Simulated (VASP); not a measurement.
Here is a VASP 6.6.1 calculation.

The input INCAR:

```
PREC = Accurate
ENCUT = 520
EDIFF = 1E-6
ISMEAR = 0
SIGMA = 0.1
LREAL = False
LASPH = True
NELM = 80
ALGO = Normal
ISIF = 2
LWAVE = False
LCHARG = False
GGA = PE
NBANDS = 14
```

File KPOINTS:

```
regular mesh
0
Gamma
  12 12 12
```

Contents of POSCAR:

```
Mg2B3
1.0
    1.5264747186      0.8813105897      7.0451122935
   -1.5264747186      0.8813105897      7.0451122935
    0.0000000000     -1.7626211794      7.0451122935
Mg B
2 3
Direct
    0.4146781308      0.4146781308      0.4146781308
    0.5853218692      0.5853218692      0.5853218692
    0.0000000000      0.0000000000      0.0000000000
    0.1660233345      0.1660233345      0.1660233345
    0.8339766655      0.8339766655      0.8339766655
```

Potentials or basis: VASP PAW PBE potentials, release 64 (Mg, B).

Run with:

```bash
$ cat potpaw_PBE.64/Mg/POTCAR potpaw_PBE.64/B/POTCAR > POTCAR
$ mpirun -np 1 vasp_std > vasp.out
```

(1) Predict the pressure.

(2) Predict the largest force.

Results:

(1) -0.2 GPa.

(2) 0.008 eV/Å.

Caveat: an odd number of electrons without spin polarisation forces a metal; a magnetic or distorted state may lie lower.
